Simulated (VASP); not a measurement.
The system is Re.

```xyz
2
Lattice="0.0000 2.6648 2.6648 2.6648 0.0000 2.6648 2.6648 2.6648 0.0000" Properties=species:S:1:pos:R:3 pbc="T T T"
Re    0.6662    0.6662    0.6662
Re    4.6635    4.6635    4.6635
```

This isn't the form of Re at room conditions, which is hcp.

Base run:

```yaml
Program: VASP 6.6.1
Functional: LDA
Potentials_or_basis: VASP PAW LDA potentials, release 64 (Re)
Cutoff: 520 eV
k_mesh: 11 × 11 × 11
Occupations: fermi-dirac, width 0.1 eV
Spin: no spin polarisation
```

Its results: band gap on the k mesh zero (bands 7 and 8 overlap by 1.29 eV); pressure 29.9 GPa.

Question: The run is repeated on the same cell with these changes: potentials or basis from VASP PAW LDA potentials, release 64 (Re) to VASP PAW LDA potentials, release 64 (Re_sv_GW); cutoff from 520 eV to 560 eV; further incar settings from ALGO = Normal; EDIFF = 1e-06; NBANDS = 14 to ALGO = Normal; EDIFF = 1e-06; NBANDS = 22; valence electrons from 14 to 30. What comes out?

Answer: Band gap on the k mesh zero (bands 15 and 16 overlap by 1.30 eV); pressure 33.2 GPa.

Caveats: the cell stands under pressure; spin-orbit coupling is left out, which moves the levels of the heavy elements.
